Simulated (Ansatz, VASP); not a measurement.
# CdTe: VASP beside Ansatz

```
Cd Te
1.0
     0.00000    3.18156    3.40542
     3.18156    0.00000    3.40542
     3.18156    3.18156    0.00000
Cd Te
1 1
Direct
  0.00000 0.00000 0.00000
  0.25000 0.25000 0.25000
```

Change from the starting cell: epitaxial_xy strain -3.0%.

Alike in both runs: task single point; functional PBE; k mesh 6 × 6 × 6; occupations fermi-dirac, width 0.02 eV; no spin polarisation.

|  | VASP | Ansatz |
| --- | --- | --- |
| version | VASP 6.6.1 | Ansatz 0.2.0 |
| potentials or method | VASP PAW PBE potentials, release 64 (Cd, Te) | plane waves, PAW |
| plane-wave cutoff (eV) | 520 | 420 |
| valence electrons in the cell | 18 | 36 |

VASP gave:

```
pressure (GPa)                                                : 2.0
traceless stress, the component that is largest in VASP (GPa) : -0.79
```

**Question.** What did Ansatz give for the same quantities?

**Answer.** Pressure (GPa): 1.9; traceless stress, the component that is largest in VASP (GPa): -0.79.

The functional is the same, so the differences come from potentials, cutoffs and numerics. VASP's potentials hold 18 valence electrons a cell and Ansatz's 36, so a difference there can come from the potentials and not from the codes.

Spin-orbit coupling is off throughout.
